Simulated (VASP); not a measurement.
# WS2 (P6_3/mmc) in VASP: single point with HSE06

Aim: the single point of WS2 with HSE06.

Everything below comes from runs of VASP 6.6.1. Logs are shortened: lines on timing, memory, paths and dates and some standing lists are left out, and cuts for length are marked.

## 1. The cell of the first run

Symmetry: P6_3/mmc, No. 194, hexagonal system. The conventional cell has a = 3.184 Å, b = 3.184 Å, c = 12.978 Å, α = 90.00°, β = 90.00°, γ = 120.00°. Within 3.2 Å of W (site symmetry -6m2) lie 6 S at 2.41 Å and 6 W at 3.18 Å. S (site symmetry 3m) has 3 W at 2.41 Å and 7 S at 3.12 to 3.18 Å within 3.2 Å.

## 2. Single point, HSE06

Contents of POSCAR:

```
WS2
1.0
    3.1842228900      0.0000000000      0.0000000000
   -1.5921114500      2.7576179200      0.0000000000
    0.0000000000      0.0000000000     12.9782823600
W S
2 4
Direct
    0.3333333300      0.6666666700      0.2500000000
    0.6666666700      0.3333333300      0.7500000000
    0.3333333300      0.6666666700      0.6298049400
    0.6666666700      0.3333333300      0.1298049400
    0.3333333300      0.6666666700      0.8701950600
    0.6666666700      0.3333333300      0.3701950600
```

Contents of INCAR.step1:

```
PREC     = Accurate       # precision mode
ENCUT    = 520            # plane-wave cutoff, eV
EDIFF    = 1E-5           # SCF threshold, eV
ISMEAR   = 0              # smearing method
SIGMA    = 0.1            # smearing width, eV
LREAL    = False          # projectors in reciprocal space
LASPH    = True           # aspherical terms in the spheres
NELM     = 60             # most SCF steps
ALGO     = Normal         # electronic algorithm
ISIF     = 2              # what is computed and relaxed
LWAVE    = True           # write WAVECAR
LCHARG   = False          # write CHGCAR
NBANDS   = 35             # bands
GGA      = PE             # functional
KPAR     = 4
```

Contents of INCAR.step2:

```
PREC     = Accurate       # precision mode
ENCUT    = 520            # plane-wave cutoff, eV
EDIFF    = 1E-6           # SCF threshold, eV
ISMEAR   = 0              # smearing method
SIGMA    = 0.1            # smearing width, eV
LREAL    = False          # projectors in reciprocal space
LASPH    = True           # aspherical terms in the spheres
NELM     = 60             # most SCF steps
ALGO     = Normal         # electronic algorithm
ISIF     = 2              # what is computed and relaxed
LWAVE    = False          # write WAVECAR
LCHARG   = False          # write CHGCAR
GGA      = PE             # functional
LHFCALC  = True           # exact exchange
HFSCREEN = 0.2079         # screening, 1/A
PRECFOCK = Fast         
NBANDS   = 35             # bands
ISTART   = 1            
KPAR     = 4
```

Contents of KPOINTS:

```
Automatic mesh
0
Gamma
  6 6 2
```

Potentials or basis: VASP PAW PBE potentials, release 64 (W_sv, S).

Started as:

```console
$ cat potpaw_PBE.64/W_sv/POTCAR potpaw_PBE.64/S/POTCAR > POTCAR
$ cp INCAR.step1 INCAR
$ mpirun -np 4 vasp_std > vasp.out
$ cp INCAR.step2 INCAR
$ mpirun -np 4 vasp_std > vasp.out
```

OUTCAR:

```text
PREC = Accurate
   ENCUT = 520
   EDIFF = 1E-6
   ISMEAR = 0
   LREAL = False
   LASPH = True
   NELM = 60
   ISIF = 2
   GGA = PE
   LHFCALC = True
   HFSCREEN = 0.2079
   PRECFOCK = Fast
   ISTART = 1

 ion  position               nearest neighbor table
   1  0.333  0.667  0.250-   4 2.41   6 2.41   4 2.41   6 2.41   4 2.41   6 2.41
   2  0.667  0.333  0.750-   3 2.41   5 2.41   3 2.41   5 2.41   3 2.41   5 2.41
   3  0.333  0.667  0.630-   2 2.41   2 2.41   2 2.41
   4  0.667  0.333  0.130-   1 2.41   1 2.41   1 2.41
   5  0.333  0.667  0.870-   2 2.41   2 2.41   2 2.41
   6  0.667  0.333  0.370-   1 2.41   1 2.41   1 2.41

  LATTYP: Found a hexagonal cell.
 ALAT       =     3.1842228900
 C/A-ratio  =     4.0758083866

  Lattice vectors:

 A1 = (   3.1842228900,   0.0000000000,   0.0000000000)
 A2 = (  -1.5921114500,   2.7576179200,   0.0000000000)
 A3 = (   0.0000000000,   0.0000000000,  12.9782823600)

Analysis of symmetry for initial positions (statically):
=====================================================================
 Subroutine PRICEL returns:
 Original cell was already a primitive cell.

 Routine SETGRP: Setting up the symmetry group for a
 hexagonal supercell.

 Subroutine GETGRP returns: Found 24 space group operations
 (whereof 12 operations were pure point group operations)
 out of a pool of 24 trial point group operations.

The static configuration has the point symmetry D_3d.
 The point group associated with its full space group is D_6h.

Analysis of symmetry for dynamics (positions and initial velocities):
=====================================================================
 Subroutine PRICEL returns:
 Original cell was already a primitive cell.

 Routine SETGRP: Setting up the symmetry group for a
 hexagonal supercell.

 Subroutine GETGRP returns: Found 24 space group operations
 (whereof 12 operations were pure point group operations)
 out of a pool of 24 trial point group operations.

The dynamic configuration has the point symmetry D_3d.
 The point group associated with its full space group is D_6h.

 Subroutine INISYM returns: Found 24 space group operations
 (whereof 12 operations are pure point group operations),
 and found     1 'primitive' translations

----------------------------------------------------------------------------------------

                                     Primitive cell

  volume of cell :     113.9606

  direct lattice vectors                    reciprocal lattice vectors
     3.184222890  0.000000000  0.000000000     0.314048367  0.181315910  0.000000000
    -1.592111450  2.757617920  0.000000000     0.000000000  0.362631818  0.000000000
     0.000000000  0.000000000 12.978282360     0.000000000  0.000000000  0.077051799

  length of vectors
     3.184222890  3.184222898 12.978282360     0.362631819  0.362631818  0.077051799

  position of ions in fractional coordinates (direct lattice)
     0.333333330  0.666666670  0.250000000
     0.666666670  0.333333330  0.750000000
     0.333333330  0.666666670  0.629804940
     0.666666670  0.333333330  0.129804940
     0.333333330  0.666666670  0.870195060
     0.666666670  0.333333330  0.370195060

  ion indices of the primitive-cell ions
   primitive index   ion index
                 1           1
                 2           2
                 3           3
                 4           4
                 5           5
                 6           6

----------------------------------------------------------------------------------------

 KPOINTS: Automatic mesh

Automatic generation of k-mesh.
 Grid dimensions read from file:
 generate k-points for:    6    6    2

 Generating k-lattice:

  Cartesian coordinates                     Fractional coordinates (reciprocal lattice)
     0.052341395  0.030219318  0.000000000     0.166666667  0.000000000  0.000000000
     0.000000000  0.060438636  0.000000000     0.000000000  0.166666667  0.000000000
     0.000000000  0.000000000  0.038525899     0.000000000  0.000000000  0.500000000

  Length of vectors
     0.060438636  0.060438636  0.038525899

  Shift w.r.t. Gamma in fractional coordinates (k-lattice)
     0.000000000  0.000000000  0.000000000

 Subroutine IBZKPT returns following result:
 ===========================================

 Found     14 irreducible k-points:

 Following reciprocal coordinates:
            Coordinates               Weight
  0.000000  0.000000  0.000000      1.000000
  0.166667  0.000000  0.000000      6.000000
  0.333333  0.000000  0.000000      6.000000
  0.500000  0.000000  0.000000      3.000000
  0.166667  0.166667  0.000000      6.000000
  0.333333  0.166667  0.000000     12.000000
  0.333333  0.333333  0.000000      2.000000
  0.000000  0.000000  0.500000      1.000000
  0.166667  0.000000  0.500000      6.000000
  0.333333  0.000000  0.500000      6.000000
  0.500000  0.000000  0.500000      3.000000
  0.166667  0.166667  0.500000      6.000000
  0.333333  0.166667  0.500000     12.000000
  0.333333  0.333333  0.500000      2.000000
   k-points           NKPTS =     14   k-points in BZ     NKDIM =     72   number of bands    NBANDS=     35
   number of dos      NEDOS =    301   number of ions     NIONS =      6
   total plane-waves  NPLWV =  56448
   dimension x,y,z NGX =    24 NGY =   24 NGZ =   98
   dimension x,y,z NGXF=    48 NGYF=   48 NGZF=  196
   ions per type =               2   4
   NGX,Y,Z   is equivalent  to a cutoff of  12.53, 12.53, 12.55 a.u.
   NGXF,Y,Z  is equivalent  to a cutoff of  25.06, 25.06, 25.11 a.u.
 SYSTEM =  unknown system
   PREC   = accura    normal or accurate (medium, high low for compatibility)
   ISTART =      1    job   : 0-new  1-cont  2-samecut
   ICHARG =      0    charge: 1-file 2-atom 10-const
   ISPIN  =      1    spin polarized calculation?
   LNONCOLLINEAR =      F non collinear calculations
   LSORBIT =      F    spin-orbit coupling
   LASPH  =      T    aspherical Exc in radial PAW
   ENCUT  =  520.0 eV  38.22 Ry    6.18 a.u.   5.92  5.92 24.13*2*pi/ulx,y,z
   NELM   =     60;   NELMIN=  2; NELMDL=  0     # of ELM steps
   EDIFF  = 0.1E-05   stopping-criterion for ELM
   LREAL  =      F    real-space projection
   EDIFFG = 0.1E-04   stopping-criterion for IOM
   NSW    =      0    number of steps for IOM
   IBRION =     -1    ionic relax: 0-MD 1-quasi-New 2-CG
   NFREE  =      0    steps in history (QN), initial steepest desc. (CG)
   ISIF   =      2    stress and relaxation
   ISYM   =      3    0-nonsym 1-usesym 2-fastsym
   POTIM  = 0.5000    time-step for ionic-motion
   TEBEG  =    0.0;   TEEND  =   0.0 temperature during run
   PSTRESS=    0.0 pullay stress
   NELECT =      52.0000    total number of electrons
   NUPDOWN=      -1.0000    fix difference up-down
   EMIN   =  10.00;   EMAX   =-10.00  energy-range for DOS
   EFERMI =   0.00;   METHOD = LEGACY
   ISMEAR =     0;   SIGMA  =   0.10  broadening in eV -4-tet -1-fermi 0-gaus
   EFERMI_NEDOS =   21; number of points for ismear=-14 and -15
   IALGO  =     38    algorithm
   IMIX   =      1    mixing-type and parameters
     AMIX     =   0.40;   BMIX     =  1.00
     AMIX_MAG =   1.60;   BMIX_MAG =  1.00
  volume/ion in A,a.u.               =      18.99       128.17
  Fermi-wavevector in a.u.,A,eV,Ry     =   1.260350  2.381715 21.612597  1.588481
  Thomas-Fermi vector in A             =   2.393864
   LORBIT       =      0    0 simple, 1 ext, 2 COOP (PROOUT), +10 PAW based schemes
   GGA     = PE    functional components
   LHFCALC =     T    Hartree Fock is set to
   PRECFOCK=fast      Normal, Fast or Accurate (Low or Medium for compatibility)
   ENCUT4O =  -1.0   cutoff for four orbital integrals eV
   NKREDX  =     1    reduce k-point grid by
   NKREDY  =     1    reduce k-point grid by
   NKREDZ  =     1    reduce k-point grid by
   AEXX    =    0.2500 exact exchange contribution
   HFSCREEN=    0.2079 screening length (either q_TF or 0.3 A-1)
   HFSCREENC=   0.2079 screening length for correlation (either q_TF or 0.3 A-1)
   ENCUTFOCK=  -1.0 apply spherical cutoff to Coloumb kernel
   IVDW    =     0    specifies the selected vdW correction
   LEPSILON=     F    determine dielectric tensor
   LRPA    =     F    only Hartree local field effects (RPA)
 non-spin polarized calculation
 Gauss-broadening in eV      SIGMA  =   0.10
  energy-cutoff  :      520.00
  volume of cell :      113.96
 maximum number of plane-waves:      3088
 NGX is ok and might be reduce to    24
  NGX = 14; NGY = 14; NGZ = 60

 number of electron      51.9999999 magnetization

 Free energy of the ion-electron system (eV)
  ---------------------------------------------------
  ext. energy  EPLUGINS =         0.00000000
  ---------------------------------------------------
  free energy    TOTEN  =       -56.20869461 eV

  energy without entropy =      -56.20869461  energy(sigma->0) =      -56.20869461

 E-fermi :   6.8593     XC(G=0):  -8.6543

 val. band max:        6.1541772923   @ k =   0.0000   0.0000   0.0000
 cond. band min:       7.9014234439   @ k =   0.3333   0.3333   0.0000
 fundamental gap:      1.7472461516
 Fermi energy:         6.8593280477

 k-point     1 :       0.0000    0.0000    0.0000
  band No.  band energies     occupation
      1     -72.4141      2.00000
      2     -72.4141      2.00000
      3     -35.1942      2.00000
      4     -35.1942      2.00000
      5     -35.0040      2.00000
      6     -35.0040      2.00000
[... 27 lines left out ...]
     34       9.4337      0.00000
     35      11.6837      0.00000

 k-point     2 :       0.1667    0.0000    0.0000
  band No.  band energies     occupation
      1     -72.4087      2.00000
      2     -72.4086      2.00000
      3     -35.1755      2.00000
      4     -35.1755      2.00000
      5     -35.1093      2.00000
      6     -35.1093      2.00000
[... 27 lines left out ...]
     34      10.0576      0.00000
     35      13.3663      0.00000
[... 416 lines left out ...]
     34      11.4066      0.00000
     35      12.9651      0.00000

 k-point    14 :       0.3333    0.3333    0.5000
  band No.  band energies     occupation
      1     -72.3896      2.00000
      2     -72.3896      2.00000
      3     -35.3023      2.00000
      4     -35.3023      2.00000
      5     -35.2794      2.00000
      6     -35.2794      2.00000
[... 27 lines left out ...]
     34      12.0639      0.00000
     35      13.5641      0.00000

------------------------ aborting loop because EDIFF is reached ----------------------------------------

  FORCE on cell =-STRESS in cart. coord.  units (eV):
  Direction    XX          YY          ZZ          XY          YZ          ZX
  --------------------------------------------------------------------------------------
  -------------------------------------------------------------------------------------
  Total       -2.4751288     -2.4751288     -1.4356296      0.0000000      0.0000000      0.0000000
  in kB      -34.7979467    -34.7979468    -20.1835806      0.0000001      0.0000000      0.0000000
  external PRESSURE =     -29.9264913 kB  Pullay stress =       0.0000000 kB

 VOLUME and BASIS-vectors are now :
 -----------------------------------------------------------------------------
  energy-cutoff  :      520.00
  volume of cell :      113.96
      direct lattice vectors                 reciprocal lattice vectors
     3.184222890  0.000000000  0.000000000     0.314048367  0.181315910  0.000000000
    -1.592111450  2.757617920  0.000000000     0.000000000  0.362631818  0.000000000
     0.000000000  0.000000000 12.978282360     0.000000000  0.000000000  0.077051799

 POSITION                                       TOTAL-FORCE (eV/Angst)
 -----------------------------------------------------------------------------------
     -0.00000      1.83841      3.24457        -0.000000     -0.000000     -0.000000
      1.59211      0.91921      9.73371         0.000000      0.000000     -0.000000
     -0.00000      1.83841      8.17379         0.000000      0.000000      0.328782
      1.59211      0.91921      1.68465         0.000000      0.000000      0.328782
     -0.00000      1.83841     11.29364        -0.000000     -0.000000     -0.328782
      1.59211      0.91921      4.80450        -0.000000      0.000000     -0.328782
 -----------------------------------------------------------------------------------
    total drift:                                0.000000      0.000000      0.000000

  FREE ENERGIE OF THE ION-ELECTRON SYSTEM (eV)
  ---------------------------------------------------
  free  energy   TOTEN  =       -56.2086946085 eV

  energy  without entropy=      -56.2086946085  energy(sigma->0) =      -56.20869461
```

Run time: 35 min. Hardware: 4 MPI ranks of Intel Xeon Platinum 8259CL at 2.50GHz (Skylake/Cascade Lake), shared host; peak memory 0.38 GiB.

What came out:

```yaml
Free_energy: -56.2087 eV
Pressure: -3.0 GPa
Largest_force: 0.329 eV/Å
Band_gap_on_the_k_mesh: 1.75 eV (least direct gap 2.22 eV)
```

Forces in eV/Å, atoms in the order of the input:
```
W    0.000  0.000  0.000
W    0.000  0.000  0.000
S    0.000  0.000  0.329
S    0.000  0.000  0.329
S    0.000  0.000 -0.329
S    0.000  0.000 -0.329
```

Caveat: the PAW data sets were made with another functional, which shifts forces and pressure a little; spin-orbit coupling is left out, which moves the levels of the heavy elements; this functional lacks dispersion, which binds layers or chains, so the pressure and a relaxed spacing across them are unreliable. A k mesh can miss the band edges.
